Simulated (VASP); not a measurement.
A run of VASP 6.6.1 is set up as follows.

Contents of INCAR:

```
ALGO = Normal
EDIFF = 1E-7
ENCUT = 520
GGA = PS
ISIF = 2
ISMEAR = -1
LASPH = T
LCHARG = F
LREAL = F
LWAVE = F
NBANDS = 35
NELM = 80
PREC = Accurate
SIGMA = 0.05
```

KPOINTS

```
k-points
0
Gamma
  4 8 1
```

Contents of POSCAR:

```
Te2Mo
1.0
    6.3616090156      0.0000000000      0.0000000000
    0.0000000000      3.4804030600      0.0000000000
   -0.0857412231      0.0000000000     36.1758904685
Te Mo
4 2
Direct
    0.4329200000      0.7510310000      0.5407650000
    0.5749750000      0.2575770000      0.4590390000
    0.9171280000      0.2519140000      0.5567750000
    0.0794400000      0.7373410000      0.4438280000
    0.1841300000      0.2597480000      0.4974690000
    0.8177650000      0.7506720000      0.5017880000
```

Potentials or basis: VASP PAW PBE potentials, release 64 (Te, Mo_sv).

Run with:

```sh
$ cat potpaw_PBE.64/Te/POTCAR potpaw_PBE.64/Mo_sv/POTCAR > POTCAR
$ mpirun -np 1 vasp_std > vasp.out
```

Predict the largest force.

0.638 eV/Å.

What does it give for the band gap on the k mesh?

Zero (bands 26 and 27 overlap by 0.15 eV).

Forces on the atoms (eV/Å):
```
Te  -0.100  0.032 -0.279
Te  -0.252 -0.084  0.117
Te   0.122  0.003 -0.556
Te   0.117  0.447 -0.108
Mo  -0.120 -0.460  0.236
Mo   0.233  0.063  0.590
```

Caveat: the cell differs from its parent crystal (atoms moved at random); there is no dipole correction, which matters where the two faces differ; the PAW data sets were made with another functional, which shifts forces and pressure a little; spin-orbit coupling is left out, which moves the levels of the heavy elements.
